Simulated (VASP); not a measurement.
Runs of VASP 6.6.1 on Zr. The structure is that of space group Fm-3m (No. 225), or close to it. The cells are those of the table. 

```tsv
level	spin	fixed moment (μB)	cell	smearing	gap on the mesh (eV)	pressure (GPa)	moment (μB)
PBE	off	-	a = 3.210 Å, angles 60.0°, 1 atom	fermi-dirac 0.05 eV	none	(b)	-
PBE	off	-	a = 3.146 Å, angles 60.0°, 1 atom	fermi-dirac 0.05 eV	none	5.3	-
PBEsol+D4	collinear, ferromagnetic start	1.0	a = 3.189 Å, angles 60.0°, 1 atom	fermi-dirac 0.01 eV	-	-0.9	1.00
PBE	off	-	a = 3.124 Å, angles 60.0°, 1 atom	fermi-dirac 0.05 eV	none	7.6	-
PBEsol+D4	collinear, ferromagnetic start	1.0	a = 3.252 Å, angles 60.0°, 1 atom	fermi-dirac 0.01 eV	-	(a)	1.00
```

Alike in all rows: task single point; potentials or basis VASP PAW PBE potentials, release 64 (Zr_sv); k mesh 10 × 10 × 10; cutoff (eV) 520.

Q: Fill in the values left out.

A: (a) -5.8; (b) -0.6.

Caveats: the PAW data sets were made with another functional, which shifts forces and pressure a little (some runs); the total moment is fixed, so each spin has its own Fermi level (some runs).

A k mesh can miss the band edges, and the runs leave out spin-orbit coupling on Zr.

A gap of «none» marks levels without a gap at the run's occupations.
